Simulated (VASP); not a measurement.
Wanted: the native input for a VASP 6.6.1 run.

```yaml
Task: single point
Functional: r2SCAN
Potentials_or_basis: VASP PAW PBE potentials, release 64 (Re, S)
Cutoff: 520 eV
k_mesh: 14 × 14 × 14
Occupations: gaussian, width 0.1 eV
Spin: no spin polarisation
Dipole_correction: no
Further_INCAR_settings: ALGO = Normal; EDIFF = 1e-07; NBANDS = 14
```

ReS:

```
Re S
1.0
     2.94363    0.00000    0.00000
     0.00000    2.94363    0.00000
     0.00000    0.00000    2.94363
Re S
1 1
Direct
  0.00000 0.00000 0.00000
  0.50000 0.50000 0.50000
```

These files were run (other wordings do the same):

POSCAR

```
ReS
1.0
    2.9436332069      0.0000000000      0.0000000000
    0.0000000000      2.9436332069      0.0000000000
    0.0000000000      0.0000000000      2.9436332069
Re S
1 1
Direct
    0.0000000000      0.0000000000      0.0000000000
    0.5000000000      0.5000000000      0.5000000000
```

INCAR.step1

```
ALGO     = Normal         # electronic algorithm
EDIFF    = 1E-4           # SCF threshold, eV
ENCUT    = 520            # plane-wave cutoff, eV
GGA      = PE             # functional
ISMEAR   = 0              # smearing method
LASPH    = True           # aspherical terms in the spheres
LCHARG   = False          # write CHGCAR
LREAL    = False          # projectors in reciprocal space
LWAVE    = True           # write WAVECAR
NBANDS   = 14             # bands
NELM     = 60             # most SCF steps
PREC     = Accurate       # precision mode
SIGMA    = 0.1            # smearing width, eV
```

INCAR.step2

```
ALGO     = Normal         # electronic algorithm
EDIFF    = 1E-7           # SCF threshold, eV
ENCUT    = 520            # plane-wave cutoff, eV
ISIF     = 2              # what is computed and relaxed
ISMEAR   = 0              # smearing method
ISTART   = 1            
LASPH    = True           # aspherical terms in the spheres
LCHARG   = True           # write CHGCAR
LELF     = True           # ELF
LMIXTAU  = True         
LREAL    = False          # projectors in reciprocal space
LVHAR    = True         
LWAVE    = False          # write WAVECAR
METAGGA  = R2SCAN         # meta-GGA
NBANDS   = 14             # bands
NELM     = 60             # most SCF steps
PREC     = Accurate       # precision mode
SIGMA    = 0.1            # smearing width, eV
```

KPOINTS

```
k-points
0
Gamma
  14 14 14
```

Potentials or basis: VASP PAW PBE potentials, release 64 (Re, S).

Launch:

```sh
$ cat potpaw_PBE.64/Re/POTCAR potpaw_PBE.64/S/POTCAR > POTCAR
$ cp INCAR.step1 INCAR
$ mpirun -np 1 vasp_std > vasp.out
$ cp INCAR.step2 INCAR
$ mpirun -np 1 vasp_std > vasp.out
```

It gave:

```
Pressure : 6.4 GPa
```

Caveat: the PAW data sets were made with another functional, which shifts forces and pressure a little.

Wall time 94 s on 1 thread of AMD EPYC 9R45 96-Core Processor (Zen 5) (shared host), peak memory 0.15 GiB.
